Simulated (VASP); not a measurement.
A run of VASP 6.6.1 is set up as follows.

INCAR

```
SYSTEM = H16SO10
  ALGO = Normal
  EDIFF = 1E-6
  ENCUT = 520
  GGA = PE
  GGA_COMPAT = .False.
  ISIF = 2
  ISMEAR = -1
  IVDW = 12
  LASPH = .True.
  LCHARG = .True.
  LELF = .True.
  LREAL = .False.
  LVHAR = .True.
  LWAVE = .False.
  NBANDS = 60
  NELM = 120
  PREC = Accurate
  SIGMA = 0.02
```

Contents of KPOINTS:

```
k-points
0
Gamma
  1 1 1
  0 0 0
```

POSCAR

```
H16SO10
1.0
    7.0162890000      0.0000000000      0.0000000000
    0.0000000000      7.0162890000      0.0000000000
    0.0000000000      0.0000000000      7.0162890000
O H S
10 16 1
Direct
    0.4344746917      0.4529744998      0.8578038903
    0.2335707665      0.2863337015      0.4092761857
   -0.0424725948      0.0811967694      0.9494620304
    0.7452942717      0.2162111623      0.5567615587
    1.0464648762      0.6114628403      0.6988452158
    0.7766213735      0.7911447205      0.1831024919
    0.1470007863      0.9135883656      0.4244551500
    0.9164673804      0.4032758628      0.2220832124
    0.5778980883      0.8155878414      0.6216391600
    0.3943680199      1.0586080476      0.8073641208
    0.3258560188      0.4754365164      0.7685116733
    0.4561385656      0.3178318339      0.8374084933
    0.1292991209      0.3556580979      0.3413342865
    0.3438284825      0.3308729159      0.3485318236
    0.0737996967      0.0224477641      0.8972264398
   -0.0950644992      0.1328622581      0.8222010239
    0.8153883057      0.2453006140      0.4421710679
    0.7356167912      0.0758805688      0.5614791523
    1.0214231483      0.7054583983      0.5973955748
    0.9927755256      0.5006350223      0.6478638494
    0.8349285498      0.8697617786      0.0827360447
    0.7892348790      0.8737952499      0.2973366690
    0.1977683644      1.0495006691      0.4173431283
    0.2298508514      0.8431665229      0.3337804358
    0.9197597191      0.3442560590      0.0920429589
    0.8316077060      0.5068633860      0.2272996452
    0.4311538479      0.8548536128      0.7584921317
```

Potentials or basis: VASP PAW PBE potentials, release 64 (O, H, S).

Launch:

```sh
$ cat potpaw_PBE.64/O/POTCAR potpaw_PBE.64/H/POTCAR potpaw_PBE.64/S/POTCAR > POTCAR
$ mpirun -np 1 vasp_gam > vasp.out
```

(1) What does it give for the band gap on the k mesh?

(2) Predict the pressure.

(3) Estimate the dispersion energy per atom.

(4) Estimate the largest force.

Results:

(1) 2.00 eV.

(2) -0.9 GPa.

(3) -0.034 eV.

(4) 2.783 eV/Å.

Caveat: the k points lie up to 0.90 Å⁻¹ apart.
